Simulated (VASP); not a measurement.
## Cs: relaxation of cell and atoms with r2SCAN

Crystal: Cs.

```
Cs
1.0
    -2.75008    2.75008    4.09724
     2.75008   -2.75008    4.09724
     2.75008    2.75008   -4.09724
Cs
1
Cartesian
  0.0000 0.0000 0.0000
```

```json
{
 "Program": "VASP 6.6.1",
 "Task": "relaxation of cell and atoms",
 "Functional": "r2SCAN",
 "Potentials or basis": "VASP PAW PBE potentials, release 64 (Cs_sv)",
 "Cutoff": "600 eV",
 "k mesh": "7 × 7 × 7",
 "Occupations": "fermi-dirac, width 0.05 eV",
 "Spin": "no spin polarisation",
 "Dipole correction": "no",
 "Further INCAR settings": "ALGO = Normal; EDIFF = 1e-07; IBRION = 2; EDIFFG = -0.01; NSW = 60; ISIF = 3"
}
```

```yaml
Relaxed_volume: 123.43 Å³/atom
Relaxed_cell: a = 5.579 Å, b = 5.579 Å, c = 5.579 Å, α = 119.64°, β = 119.64°, γ = 90.63°
Space_group_after_relaxing_to_0.1_Å: I4/mmm (No. 139)
Energy_gained_by_relaxing: 0.6 meV/atom
Ionic_steps: 7
Pressure_after_relaxing: 0.0 GPa
Band_gap_on_the_k_mesh: zero (an odd number of electrons rules out a gap without spin polarisation)
```

The path:
| step | energy change (eV) | largest force (eV/Å) | pressure (GPa) | volume (Å³) |
| --- | --- | --- | --- | --- |
| 1 | 0.0000 | 0.0000 | -0.02 | 123.95 |
| 2 | -0.0001 | 0.0000 | 0.00 | 123.66 |
| 3 | -0.0002 | 0.0000 | 0.00 | 123.11 |
| 4 | -0.0002 | 0.0000 | 0.02 | 122.01 |
| 5 | -0.0003 | 0.0000 | 0.02 | 122.16 |
| 6 | -0.0006 | 0.0000 | 0.01 | 122.60 |
| 7 | -0.0006 | 0.0000 | 0.00 | 123.43 |

Final structure:
```cif
data_structure
_symmetry_space_group_name_H-M 'P 1'
_symmetry_Int_Tables_number 1
_cell_length_a 5.5787
_cell_length_b 5.5787
_cell_length_c 5.5787
_cell_angle_alpha 119.638
_cell_angle_beta 119.638
_cell_angle_gamma 90.628
_cell_volume 123.43
loop_
_atom_site_label
_atom_site_type_symbol
_atom_site_fract_x
_atom_site_fract_y
_atom_site_fract_z
_atom_site_occupancy
Cs1 Cs 0.00000 0.00000 0.00000 1
```

Levels at points of the mesh, in eV from the Fermi level:
```
           k point  band 2  band 3  band 4  band 5  band 6  band 7  band 8
(0.00, 0.00, 0.00)  -11.26  -11.26  -11.26   -1.76    2.65    2.65    2.69
```

Wall time 13 min on 1 thread of Intel(R) Xeon(R) 6975P-C (Granite Rapids), with other jobs on the host, peak memory 0.42 GiB.

Caveat: the PAW data sets were made with another functional, which shifts forces and pressure a little; spin-orbit coupling is left out, which moves the levels of the heavy elements.
